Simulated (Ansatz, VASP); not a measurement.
One calculation of Al, two programs

File INCAR:

```
PREC = Accurate ; ENCUT = 520
EDIFF = 1E-6 ; ISMEAR = -1
SIGMA = 0.08 ; LREAL = F
LASPH = T ; NELM = 80
ALGO = Normal ; ISIF = 2
LWAVE = F ; LCHARG = F
GGA = PE ; NBANDS = 10
```

Contents of KPOINTS:

```
regular mesh
0
Gamma
  15 15 8
```

Contents of POSCAR:

```
Al
1.0
    2.5990451556      0.0000000000      0.0000000000
   -1.2995225778      2.2508391303      0.0000000000
    0.0000000000      0.0000000000      4.2699957936
Al
2
Direct
    0.3333333333      0.6666666667      0.2500000000
    0.6666666667      0.3333333333      0.7500000000
```

Input for Ansatz:

```yaml
crystal:
  lattice:
    - [2.5990451556, 0.0, 0.0]
    - [-1.2995225778, 2.2508391303, 0.0]
    - [0.0, 0.0, 4.2699957936]
  atoms:
    - { symbol: Al, position: [0.3333333333, 0.6666666667, 0.25] }
    - { symbol: Al, position: [0.6666666667, 0.3333333333, 0.75] }
kpoints:
  mp_grid: { grid: [15, 15, 8] }
scf:
  occupations: { method: fermi_dirac, width: 0.08 }
hamiltonian:
  xc: pbe
  pseudopotentials: { kind: all_electron, lapw: { basis_error: 0.001 } }
output:
  forces: true
  stress: true
  eigenvalues: true
  populations: true
```

Change from the starting cell: volume scaled by 0.75, LAPW.

Alike in both runs: task single point; functional PBE; k mesh 15 × 15 × 8; occupations fermi-dirac, width 0.08 eV; no spin polarisation.

|  | VASP | Ansatz |
| --- | --- | --- |
| version | VASP 6.6.1 | Ansatz 0.2.0 |
| potentials or method | VASP PAW PBE potentials, release 64 (Al), cutoff 520 eV | all-electron LAPW, scalar-relativistic |

|  | VASP | Ansatz | Ansatz less VASP |
| --- | --- | --- | --- |
| pressure (GPa) | 39.9 | 39.8 | -0.15 |

Both programs put the cell under a high pressure, so it lies far from rest at this level. Ansatz ran all-electron here, and VASP with PAW potentials.
